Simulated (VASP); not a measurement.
Al, 6 atoms in the cell. The cell holds a slab with vacuum, 6 atoms: a = 2.857 Å, b = 2.857 Å, c = 25.102 Å, α = 90.00°, β = 90.00°, γ = 90.00°. 

* Program: VASP 6.6.1
* Task: single point
* Functional: PBE
* Potentials or basis: VASP PAW PBE potentials, release 64 (Al)
* Cutoff: 520 eV
* k mesh: 12 × 12 × 1
* Occupations: gaussian, width 0.1 eV
* Spin: no spin polarisation
* Dipole correction: yes
* Further INCAR settings: ALGO = Fast; EDIFF = 1e-06; NBANDS = 18

Potentials or basis: VASP PAW PBE potentials, release 64 (Al).

Launch:

```console
$ cat potpaw_PBE.64/Al/POTCAR > POTCAR
$ mpirun -np 1 vasp_std > vasp.out
```

Hardware: 1 thread of Intel(R) Xeon(R) Platinum 8259CL CPU @ 2.50GHz (Skylake/Cascade Lake), on a shared host.

**Question.** Estimate the wall time of this run.

**Answer.** It took 3 min on 1 thread of Intel(R) Xeon(R) Platinum 8259CL CPU @ 2.50GHz (Skylake/Cascade Lake), on a shared host, peak memory 0.33 GiB. Counts: scf iterations 20, k points 28.
